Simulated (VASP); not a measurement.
Input of a VASP 6.6.1 run:

The input INCAR:

```
PREC = Accurate ; ENCUT = 600
EDIFF = 1E-6 ; ISMEAR = -1
SIGMA = 0.1 ; LREAL = F
LASPH = T ; NELM = 100
ALGO = Normal ; ISIF = 3
LWAVE = F ; LCHARG = F
GGA = PS ; IBRION = 2
NSW = 100 ; EDIFFG = -0.002
PSTRESS = 20.0
```

KPOINTS

```
Automatic mesh
0
Gamma
  16 16 16
```

The input POSCAR:

```
MgRh
1.0
    3.0838921003      0.0000000000      0.0000000000
    0.0000000000      3.0838921003      0.0000000000
    0.0000000000      0.0000000000      3.0838921003
Mg Rh
1 1
Direct
    0.0000000000      0.0000000000      0.0000000000
    0.5000000000      0.5000000000      0.5000000000
```

Potentials or basis: VASP PAW PBE potentials, release 64 (Mg, Rh_pv).

The run is started by

```sh
$ cat potpaw_PBE.64/Mg/POTCAR potpaw_PBE.64/Rh_pv/POTCAR > POTCAR
$ mpirun -np 1 vasp_std > vasp.out
```

Task: Predict the relaxed cell.

Result: a = 3.069 Å, b = 3.069 Å, c = 3.069 Å, α = 90.00°, β = 90.00°, γ = 90.00°.

Task: Predict the relaxed volume.

Result: 14.46 Å³/atom.

Task: Predict the space group after relaxing (to 0.1 Å).

Result: Pm-3m (No. 221).

Final structure:
```
CELL_PARAMETERS angstrom
3.06928 0.00000 0.00000
0.00000 3.06928 0.00000
0.00000 0.00000 3.06928
ATOMIC_POSITIONS crystal
Mg 0.00000 0.00000 0.00000
Rh 0.50000 0.50000 0.50000
```

Caveat: the cell is relaxed towards a set pressure, so the run minimises the enthalpy, not the energy; the PAW data sets were made with another functional, which shifts forces and pressure a little.
